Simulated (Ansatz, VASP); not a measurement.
**Na3YbGeSe: VASP beside Ansatz**

```
Na Yb Ge Se
1.0
     4.17760    0.00000    0.00000
     0.00000    4.17760    0.00000
     0.00000    0.00000   11.30598
Na Yb Ge Se
3 1 1 1
Cartesian
  0.0000 0.0000 0.0000
  2.0888 2.0888 8.5899
  2.0888 2.0888 2.7161
  0.0000 0.0000 5.6530
  2.0888 2.0888 5.6530
  2.0888 2.0888 0.0000
```

Alike in both runs: functional PBE; k mesh 8 × 8 × 4; occupations gaussian, width 0.1 eV; collinear spin.

Ansatz relaxed the structure, and its values are those at the end. VASP's run is a single point on that final structure, the one shown.

|  | VASP | Ansatz |
| --- | --- | --- |
| version | VASP 6.6.1 | Ansatz 0.2.0 |
| potentials or method | VASP PAW PBE potentials, release 64 (Na_pv, Yb, Ge_d, Se), cutoff 520 eV | scalar-relativistic, plane waves, PAW |
| valence electrons in the cell | 65 | 81 |

VASP gave:

* gap on the k mesh at the Fermi level (eV): none
* pressure (GPa): 0.0
* rms of the force components (eV/Å): 0.003
* net moment per atom (μB): 0.00

Problem. Estimate Ansatz's values.

Solution. gap on the k mesh at the Fermi level (eV): none; pressure (GPa): 0.0; rms of the force components (eV/Å): 0.001; net moment per atom (μB): 0.00.

A gap of «none» marks a metal or a gap that the smearing closes. With one functional, cell and mesh, what is left measures potentials, basis and numerics. VASP's potentials hold 65 valence electrons a cell and Ansatz's 81, so a difference there can come from the potentials and not from the codes. Ansatz's warnings: given moment on shells, seeded moment not kept.

Spin-orbit coupling is off throughout.
